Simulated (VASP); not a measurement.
# CuO in VASP: further runs, part 2 of 2

VASP 6.6.1. Earlier steps stand in the parts before.

## Step 3: Single point, PBEsol

This run uses another cell than the first one, of 10.16 Å³/atom, 1.014 times its volume.

The input, INCAR:

```
PREC = Accurate ; ENCUT = 520
EDIFF = 1E-6 ; ISMEAR = 0
SIGMA = 0.1 ; LREAL = False
LASPH = True ; NELM = 60
ALGO = Normal ; ISIF = 2
LWAVE = False ; LCHARG = True
GGA = PS ; LELF = True
LVHAR = True ; NBANDS = 25
```

The input, KPOINTS:

```
regular mesh
0
Gamma
  8 8 4
```

The input, POSCAR:

```
CuO
1.0
    2.3446500000     -1.7134000000      0.0000000000
    2.3446500000      1.7134000000      0.0000000000
   -0.8605500000      0.0000000000      5.0594400000
Cu O
2 2
Direct
    0.0032000000      0.4968000000      0.0000000000
    0.4968000000      0.0032000000      0.5000000000
    0.5714000000      0.4056000000      0.2537000000
    0.4056000000      0.5714000000      0.7537000000
```

Potentials or basis: VASP PAW PBE potentials, release 64 (Cu, O).

On the command line:

```sh
$ cat potpaw_PBE.64/Cu/POTCAR potpaw_PBE.64/O/POTCAR > POTCAR
$ mpirun -np 1 vasp_std > vasp.out
```

OUTCAR:

```text
PREC = Accurate
   ENCUT = 520
   EDIFF = 1E-6
   ISMEAR = 0
   LREAL = False
   LASPH = True
   NELM = 60
   ISIF = 2
   GGA = PS

 ion  position               nearest neighbor table
   1  0.003  0.497  0.000-   4 1.91   3 1.93   4 1.98   3 2.02
   2  0.497  0.003  0.500-   3 1.91   4 1.93   3 1.98   4 2.02
   3  0.571  0.406  0.254-   2 1.91   1 1.93   2 1.98   1 2.02
   4  0.406  0.571  0.754-   1 1.91   2 1.93   1 1.98   2 2.02

  LATTYP: Found a base centered monoclinic cell.
 ALAT       =     4.6893000000
 B/A-ratio  =     0.7307700510
 C/A-ratio  =     1.0944283424
 COS(beta)  =    -0.1676798048

  Lattice vectors:

 A1 = (   2.3446500000,  -1.7134000000,   0.0000000000)
 A2 = (   2.3446500000,   1.7134000000,   0.0000000000)
 A3 = (  -0.8605500000,   0.0000000000,   5.0594400000)

Analysis of symmetry for initial positions (statically):
=====================================================================
 Subroutine PRICEL returns:
 Original cell was already a primitive cell.

 Routine SETGRP: Setting up the symmetry group for a
 base centered monoclinic supercell.

 Subroutine GETGRP returns: Found  2 space group operations
 (whereof  1 operations were pure point group operations)
 out of a pool of  4 trial point group operations.

The static configuration has the point symmetry C_1 .
 The point group associated with its full space group is C_1h.

Analysis of symmetry for dynamics (positions and initial velocities):
=====================================================================
 Subroutine PRICEL returns:
 Original cell was already a primitive cell.

 Routine SETGRP: Setting up the symmetry group for a
 base centered monoclinic supercell.

 Subroutine GETGRP returns: Found  2 space group operations
 (whereof  1 operations were pure point group operations)
 out of a pool of  4 trial point group operations.

The dynamic configuration has the point symmetry C_1 .
 The point group associated with its full space group is C_1h.

 Subroutine INISYM returns: Found  2 space group operations
 (whereof  1 operations are pure point group operations),
 and found     1 'primitive' translations

----------------------------------------------------------------------------------------

                                     Primitive cell

  volume of cell :      40.6508

  direct lattice vectors                    reciprocal lattice vectors
     2.344650000 -1.713400000  0.000000000     0.213251445 -0.291817439  0.036271510
     2.344650000  1.713400000  0.000000000     0.213251445  0.291817439  0.036271510
    -0.860550000  0.000000000  5.059440000     0.000000000  0.000000000  0.197650333

  length of vectors
     2.903984019  2.903984019  5.132102826     0.363248151  0.363248151  0.197650333

  position of ions in fractional coordinates (direct lattice)
     0.003200000  0.496800000  0.000000000
     0.496800000  0.003200000  0.500000000
     0.571400000  0.405600000  0.253700000
     0.405600000  0.571400000  0.753700000

  ion indices of the primitive-cell ions
   primitive index   ion index
                 1           1
                 2           2
                 3           3
                 4           4

----------------------------------------------------------------------------------------

 KPOINTS: regular mesh

Automatic generation of k-mesh.
 Grid dimensions read from file:
 generate k-points for:    8    8    4

 Generating k-lattice:

  Cartesian coordinates                     Fractional coordinates (reciprocal lattice)
     0.026656431 -0.036477180  0.004533939     0.125000000 -0.000000000  0.000000000
     0.026656431  0.036477180  0.004533939    -0.000000000  0.125000000  0.000000000
     0.000000000  0.000000000  0.049412583     0.000000000  0.000000000  0.250000000

  Length of vectors
     0.045406019  0.045406019  0.049412583

  Shift w.r.t. Gamma in fractional coordinates (k-lattice)
     0.000000000  0.000000000  0.000000000

 Subroutine IBZKPT returns following result:
 ===========================================

 Found     78 irreducible k-points:

 Following reciprocal coordinates:
            Coordinates               Weight
  0.000000  0.000000  0.000000      1.000000
  0.125000  0.000000  0.000000      4.000000
  0.250000  0.000000  0.000000      4.000000
  0.375000  0.000000 -0.000000      4.000000
  0.500000  0.000000  0.000000      2.000000
  0.125000  0.125000  0.000000      2.000000
[... 16 lines left out ...]
  0.125000  0.000000  0.250000      4.000000
  0.250000  0.000000  0.250000      4.000000
 [... further k-points ...]
   k-points           NKPTS =     78   k-points in BZ     NKDIM =     78   number of bands    NBANDS=     25
   number of dos      NEDOS =    301   number of ions     NIONS =      4
   total plane-waves  NPLWV =  23040
   dimension x,y,z NGX =    24 NGY =   24 NGZ =   40
   dimension x,y,z NGXF=    48 NGYF=   48 NGZF=   80
   ions per type =               2   2
   NGX,Y,Z   is equivalent  to a cutoff of  13.74, 13.74, 12.96 a.u.
   NGXF,Y,Z  is equivalent  to a cutoff of  27.48, 27.48, 25.91 a.u.
 SYSTEM =  unknown system
   PREC   = accura    normal or accurate (medium, high low for compatibility)
   ISTART =      0    job   : 0-new  1-cont  2-samecut
   ICHARG =      2    charge: 1-file 2-atom 10-const
   ISPIN  =      1    spin polarized calculation?
   LNONCOLLINEAR =      F non collinear calculations
   LSORBIT =      F    spin-orbit coupling
   LASPH  =      T    aspherical Exc in radial PAW
   ENCUT  =  520.0 eV  38.22 Ry    6.18 a.u.   5.40  5.40  9.54*2*pi/ulx,y,z
   NELM   =     60;   NELMIN=  2; NELMDL= -5     # of ELM steps
   EDIFF  = 0.1E-05   stopping-criterion for ELM
   LREAL  =      F    real-space projection
   EDIFFG = 0.1E-04   stopping-criterion for IOM
   NSW    =      0    number of steps for IOM
   IBRION =     -1    ionic relax: 0-MD 1-quasi-New 2-CG
   NFREE  =      0    steps in history (QN), initial steepest desc. (CG)
   ISIF   =      2    stress and relaxation
   ISYM   =      2    0-nonsym 1-usesym 2-fastsym
   POTIM  = 0.5000    time-step for ionic-motion
   TEBEG  =    0.0;   TEEND  =   0.0 temperature during run
   PSTRESS=    0.0 pullay stress
   NELECT =      34.0000    total number of electrons
   NUPDOWN=      -1.0000    fix difference up-down
   EMIN   =  10.00;   EMAX   =-10.00  energy-range for DOS
   EFERMI =   0.00;   METHOD = LEGACY
   ISMEAR =     0;   SIGMA  =   0.10  broadening in eV -4-tet -1-fermi 0-gaus
   EFERMI_NEDOS =   21; number of points for ismear=-14 and -15
   IALGO  =     38    algorithm
   IMIX   =      4    mixing-type and parameters
     AMIX     =   0.40;   BMIX     =  1.00
     AMIX_MAG =   1.60;   BMIX_MAG =  1.00
  volume/ion in A,a.u.               =      10.16        68.58
  Fermi-wavevector in a.u.,A,eV,Ry     =   1.542451  2.914810 32.370373  2.379155
  Thomas-Fermi vector in A             =   2.648254
   LORBIT       =      0    0 simple, 1 ext, 2 COOP (PROOUT), +10 PAW based schemes
   GGA     = PS    functional components
   LHFCALC =     F    Hartree Fock is set to
   AEXX    =    0.0000 exact exchange contribution
   IVDW    =     0    specifies the selected vdW correction
   LEPSILON=     F    determine dielectric tensor
   LRPA    =     F    only Hartree local field effects (RPA)
 non-spin polarized calculation
 Gauss-broadening in eV      SIGMA  =   0.10
  energy-cutoff  :      520.00
  volume of cell :       40.65
 maximum number of plane-waves:      1129
 NGX is ok and might be reduce to    24
   NGX = 11   NGY = 11   NGZ = 19

 number of electron      33.9999999 magnetization

 Free energy of the ion-electron system (eV)
  ---------------------------------------------------
  ext. energy  EPLUGINS =         0.00000000
  ---------------------------------------------------
  free energy    TOTEN  =       -21.30340501 eV

  energy without entropy =      -21.29248488  energy(sigma->0) =      -21.29794495

 E-fermi :   5.5138     XC(G=0): -12.1683

 val. band max:        5.5068544237   @ k =   0.2500   0.2500   0.5000
 cond. band min:       5.5217411005   @ k =   0.3750   0.2500   0.5000
 fundamental gap:      0.0148866767
 Fermi energy:         5.5137579965

 k-point     1 :       0.0000    0.0000    0.0000
  band No.  band energies     occupation
      1     -14.3299      2.00000
      2     -12.9840      2.00000
      3      -2.6726      2.00000
      4      -0.0462      2.00000
      5       0.3197      2.00000
      6       2.1263      2.00000
[... 661 lines left out ...]
     24      20.1062      0.00000
     25      20.6883      0.00000

 [... further k-points ...]
[... 5 lines left out ...]
  --------------------------------------------------------------------------------------
  -------------------------------------------------------------------------------------
  Total       -0.6086583     -0.0506765     -0.9208397      0.0000000      0.0000000     -0.2794857
  in kB      -23.9891525     -1.9973228    -36.2932114      0.0000000      0.0000000    -11.0154155
  external PRESSURE =     -20.7598956 kB  Pullay stress =       0.0000000 kB

 VOLUME and BASIS-vectors are now :
 -----------------------------------------------------------------------------
  energy-cutoff  :      520.00
  volume of cell :       40.65
      direct lattice vectors                 reciprocal lattice vectors
     2.344650000 -1.713400000  0.000000000     0.213251445 -0.291817439  0.036271510
     2.344650000  1.713400000  0.000000000     0.213251445  0.291817439  0.036271510
    -0.860550000  0.000000000  5.059440000     0.000000000  0.000000000  0.197650333

 POSITION                                       TOTAL-FORCE (eV/Angst)
 -----------------------------------------------------------------------------------
      1.17233      0.84573      0.00000        -0.614191      0.336791      0.237013
      0.74205     -0.84573      2.52972        -0.614191     -0.336791      0.237013
      2.07240     -0.28408      1.28358         0.614191      0.381675     -0.237013
      1.64213      0.28408      3.81330         0.614191     -0.381675     -0.237013
 -----------------------------------------------------------------------------------
    total drift:                               -0.000169      0.000000     -0.000537

  FREE ENERGIE OF THE ION-ELECTRON SYSTEM (eV)
  ---------------------------------------------------
  free  energy   TOTEN  =       -21.3034050139 eV

  energy  without entropy=      -21.2924848788  energy(sigma->0) =      -21.29794495
```

Run time: 45 s. Hardware: 1 thread of AMD EPYC 9R45 (Zen 5), shared host; peak memory 0.17 GiB.

What came out:

```yaml
Free_energy: -21.3034 eV
Pressure: -2.1 GPa
Largest_force: 0.761 eV/Å
Band_gap_on_the_k_mesh: zero (band 17 reaches 5.76 eV, above the bottom of band 18 at 5.07 eV)
```

Forces in eV/Å, atoms in the order of the input:
```
Cu  -0.614  0.337  0.237
Cu  -0.614 -0.337  0.237
O    0.614  0.382 -0.237
O    0.614 -0.382 -0.237
```

Levels at points of the mesh, in eV from the Fermi level:
```csv
k point,band 14,band 15,band 16,band 17,band 18,band 19,band 20,band 21
"(0.00, 0.00, 0.00)",-2.20,-2.12,-1.63,0.22,0.92,1.65,5.91,8.10
"(0.50, 0.00, 0.00)",-1.58,-1.47,-1.38,-0.04,0.28,4.80,6.21,6.90
"(0.50, 0.50, 0.00)",-2.11,-1.69,-1.20,-0.64,1.07,3.26,6.95,8.47
"(0.00, 0.00, 0.50)",-2.21,-1.45,-1.45,0.24,0.24,3.86,3.86,11.57
"(0.50, 0.00, 0.50)",-2.13,-1.73,-1.58,-0.09,0.74,5.04,6.47,7.97
"(0.50, 0.50, 0.50)",-1.64,-1.28,-1.28,-0.43,-0.43,5.13,5.13,8.92
```

Caveat: the PAW data sets were made with another functional, which shifts forces and pressure a little; semilocal functionals often make such compounds metallic where correlation or magnetic order opens a gap, which also shifts bond lengths. With open d or f shells a metallic result of PBEsol can be an artefact of self-interaction; +U or a hybrid may open a gap.

## Step 4: Single point, PBEsol

This run uses another cell than the first one, of 10.16 Å³/atom, 1.014 times its volume.

The input, INCAR:

```
SYSTEM = CuO
ALGO     = Normal         ! electronic algorithm
EDIFF    = 1E-7           ! SCF threshold, eV
ENCUT    = 520            ! plane-wave cutoff, eV
GGA      = PS             ! functional
ISIF     = 2              ! what is computed and relaxed
ISMEAR   = 0              ! smearing method
LASPH    = .TRUE.         ! aspherical terms in the spheres
LCHARG   = .TRUE.         ! write CHGCAR
LELF     = .TRUE.         ! ELF
LREAL    = .FALSE.        ! projectors in reciprocal space
LVHAR    = .TRUE.       
LWAVE    = .FALSE.        ! write WAVECAR
NBANDS   = 25             ! bands
NELM     = 60             ! most SCF steps
PREC     = Accurate       ! precision mode
SIGMA    = 0.01           ! smearing width, eV
```

The input, KPOINTS:

```
k-points
0
G
  8 8 4
  0 0 0
```

POSCAR is that of step 3.

On the command line:

```sh
$ cat potpaw_PBE.64/Cu/POTCAR potpaw_PBE.64/O/POTCAR > POTCAR
$ mpirun -np 1 vasp_std > vasp.out
```

It took 50 s on 1 thread of AMD EPYC 9R45 (Zen 5), shared host; peak memory 0.17 GiB.

Results (log left out):

* Free energy: -21.2981 eV
* Pressure: -2.1 GPa
* Largest force: 0.752 eV/Å
* Band gap on the k mesh: zero (band 17 reaches 5.76 eV, above the bottom of band 18 at 5.07 eV)

Forces in eV/Å, atoms in the order of the input:
```
Cu  -0.606  0.341  0.236
Cu  -0.606 -0.341  0.236
O    0.606  0.376 -0.236
O    0.606 -0.376 -0.236
```

Stress tensor (GPa, compression positive):
```
-2.31  0.00 -1.18
 0.00 -0.17  0.00
-1.18  0.00 -3.69
```

Levels at points of the mesh, in eV from the Fermi level:
```
           k point  band 14  band 15  band 16  band 17  band 18  band 19  band 20  band 21
(0.00, 0.00, 0.00)    -2.20    -2.12    -1.62     0.23     0.92     1.66     5.92     8.10
(0.50, 0.00, 0.00)    -1.57    -1.47    -1.38    -0.03     0.29     4.80     6.21     6.90
(0.50, 0.50, 0.00)    -2.10    -1.68    -1.20    -0.63     1.07     3.27     6.96     8.48
(0.00, 0.00, 0.50)    -2.21    -1.45    -1.45     0.25     0.25     3.87     3.87    11.57
(0.50, 0.00, 0.50)    -2.13    -1.72    -1.58    -0.09     0.74     5.05     6.47     7.98
(0.50, 0.50, 0.50)    -1.63    -1.28    -1.28    -0.42    -0.42     5.13     5.13     8.93
```

Caveat: the PAW data sets were made with another functional, which shifts forces and pressure a little; semilocal functionals often make such compounds metallic where correlation or magnetic order opens a gap, which also shifts bond lengths. With open d or f shells a metallic result of PBEsol can be an artefact of self-interaction; +U or a hybrid may open a gap.

## Step 5: Single point, PBEsol

This run uses another cell than the first one, of 10.16 Å³/atom, 1.014 times its volume.

The input, INCAR:

```
SYSTEM = CuO
PREC = Accurate
ENCUT = 520
EDIFF = 1E-6
ISMEAR = 0
SIGMA = 0.05
LREAL = .False.
LASPH = .True.
NELM = 80
ALGO = Normal
ISIF = 2
LWAVE = .False.
LCHARG = .False.
GGA = PS
NBANDS = 25
```

The input, KPOINTS:

```
regular mesh
0
Gamma
  8 8 4
  0 0 0
```

POSCAR is that of step 4.

On the command line:

```sh
$ cat potpaw_PBE.64/Cu/POTCAR potpaw_PBE.64/O/POTCAR > POTCAR
$ mpirun -np 1 vasp_std > vasp.out
```

Run time: 44 s. Hardware: 1 thread of AMD EPYC 9R45 (Zen 5), shared host; peak memory 0.17 GiB.

The run converged. Its results:

- Free energy: -21.2993 eV
- Pressure: -2.1 GPa
- Largest force: 0.757 eV/Å
- Band gap on the k mesh: zero (band 17 reaches 5.76 eV, above the bottom of band 18 at 5.07 eV)

Forces in eV/Å, atoms in the order of the input:
```
Cu  -0.612  0.339  0.237
Cu  -0.612 -0.339  0.237
O    0.612  0.377 -0.237
O    0.612 -0.377 -0.237
```

Stress tensor (GPa, compression positive):
```
-2.36  0.00 -1.13
 0.00 -0.17  0.00
-1.13  0.00 -3.68
```

Levels at points of the mesh, in eV from the Fermi level:
| k point | band 15 | band 16 | band 17 | band 18 | band 19 | band 20 |
| --- | --- | --- | --- | --- | --- | --- |
| (0.00, 0.00, 0.00) | -2.12 | -1.63 | 0.22 | 0.92 | 1.65 | 5.92 |
| (0.50, 0.00, 0.00) | -1.47 | -1.38 | -0.04 | 0.29 | 4.80 | 6.21 |
| (0.50, 0.50, 0.00) | -1.68 | -1.20 | -0.64 | 1.07 | 3.26 | 6.96 |
| (0.00, 0.00, 0.50) | -1.45 | -1.45 | 0.24 | 0.24 | 3.87 | 3.87 |
| (0.50, 0.00, 0.50) | -1.72 | -1.58 | -0.09 | 0.74 | 5.05 | 6.47 |
| (0.50, 0.50, 0.50) | -1.28 | -1.28 | -0.42 | -0.42 | 5.13 | 5.13 |

Caveat: the PAW data sets were made with another functional, which shifts forces and pressure a little; semilocal functionals often make such compounds metallic where correlation or magnetic order opens a gap, which also shifts bond lengths. With open d or f shells a metallic result of PBEsol can be an artefact of self-interaction; +U or a hybrid may open a gap.

## Step 6: Summary

| cell | k mesh | smearing | gap on the mesh (eV) | pressure (GPa) | largest force (eV/Å) |
| --- | --- | --- | --- | --- | --- |
| a = 2.899, b = 2.866, c = 5.156 Å, angles 98.1, 98.6, 72.1°, 4 atoms | 6 × 6 × 4 | gaussian 0.1 eV | none | -0.7 | 0.78 |
| a = 2.904, b = 2.904, c = 5.132 Å, angles 97.8, 97.8, 72.3°, 4 atoms | 8 × 8 × 4 | gaussian 0.1 eV | none | -2.1 | 0.76 |
| a = 2.904, b = 2.904, c = 5.132 Å, angles 97.8, 97.8, 72.3°, 4 atoms | 8 × 8 × 4 | gaussian 0.01 eV | none | -2.1 | 0.75 |
| a = 2.904, b = 2.904, c = 5.132 Å, angles 97.8, 97.8, 72.3°, 4 atoms | 8 × 8 × 4 | gaussian 0.05 eV | none | -2.1 | 0.76 |

Alike in all rows: task single point; level PBEsol; potentials or basis VASP PAW PBE potentials, release 64 (Cu, O); no spin polarisation; cutoff (eV) 520.

Caveats: some runs use coarse meshes; the PAW data sets were made with another functional, which shifts forces and pressure a little; semilocal functionals often make such compounds metallic where correlation or magnetic order opens a gap, which also shifts bond lengths.

Total energies depend on the potentials used, so only differences within one code and one set of settings carry meaning.
